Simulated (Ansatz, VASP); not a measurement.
# Pb: VASP beside Ansatz

```
Pb
1.0
     0.00000    2.49716    2.49716
     2.49716    0.00000    2.49716
     2.49716    2.49716    0.00000
Pb
1
Direct
  0.00000 0.00000 0.00000
```

Alike in both runs: task single point; functional r2SCAN; k mesh 14 × 14 × 14; occupations gaussian, width 0.05 eV; no spin polarisation.

```csv
,VASP,Ansatz
version,VASP 6.6.1,Ansatz 0.2.0
potentials or method,"VASP PAW PBE potentials, release 64 (Pb_d), cutoff 520 eV","scalar-relativistic, plane waves, PAW"
valence electrons in the cell,14,14
```

```csv
,VASP,Ansatz,Ansatz less VASP
gap on the k mesh at the Fermi level (eV),none,none,-
pressure (GPa),0.0,0.0,+0.01
```

VASP's potentials were made for PBE, not for r2SCAN. A gap of «none» marks a metal or a gap that the smearing closes.

Spin-orbit coupling is off throughout.
